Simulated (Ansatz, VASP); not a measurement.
One calculation of BiAs, two programs

Contents of INCAR:

```
SYSTEM = BiAs
ALGO     = Normal         ! electronic algorithm
EDIFF    = 1E-8           ! SCF threshold, eV
ENCUT    = 520            ! plane-wave cutoff, eV
GGA      = PE             ! functional
ISIF     = 2              ! what is computed and relaxed
ISMEAR   = -1             ! smearing method
LASPH    = .True.         ! aspherical terms in the spheres
LCHARG   = .False.        ! write CHGCAR
LEFG     = .True.       
LREAL    = .False.        ! projectors in reciprocal space
LWAVE    = .False.        ! write WAVECAR
NBANDS   = 17             ! bands
NELM     = 80             ! most SCF steps
PREC     = Accurate       ! precision mode
SIGMA    = 0.05           ! smearing width, eV
```

Contents of KPOINTS:

```
k-points
0
Gamma
  13 13 13
  0 0 0
```

The input POSCAR:

```
BiAs
1.0
    3.7664996236      0.0000000000      0.0000000000
    0.0000000000      3.7664996236      0.0000000000
    0.0000000000      0.0000000000      3.7664996236
As Bi
1 1
Direct
    0.0000000000      0.0000000000      0.0000000000
    0.5000000000      0.5000000000      0.5000000000
```

Input for Ansatz:

```yaml
crystal:
  lattice:
    - [3.7664996236, 0.0, 0.0]
    - [0.0, 3.7664996236, 0.0]
    - [0.0, 0.0, 3.7664996236]
  atoms:
    - { symbol: As, position: [0.0, 0.0, 0.0] }
    - { symbol: Bi, position: [0.5, 0.5, 0.5] }
kpoints:
  mp_grid: { grid: [13, 13, 13] }
scf:
  occupations: { method: fermi_dirac, width: 0.05 }
hamiltonian:
  xc: pbe
  pseudopotentials: { kind: all_electron, datasets: crystal }
output:
  forces: true
  stress: true
  eigenvalues: true
  efg: { contact_densities: true }
```

Change from the starting cell: volume scaled by 1.06, crystal datasets.

Alike in both runs: task electric field gradients; functional PBE; k mesh 13 × 13 × 13; occupations fermi-dirac, width 0.05 eV; no spin polarisation.

|  | VASP | Ansatz |
| --- | --- | --- |
| version | VASP 6.6.1 | Ansatz 0.2.0 |
| potentials or method | VASP PAW PBE potentials, release 64 (As, Bi_d), cutoff 520 eV | all-electron PAW with datasets made for the crystal, scalar-relativistic |

```tsv
	VASP	Ansatz	Ansatz less VASP
pressure (GPa)	-3.4	-3.4	+0.03
```

Ansatz ran all-electron here, and VASP with PAW potentials.

Spin-orbit coupling is off throughout.
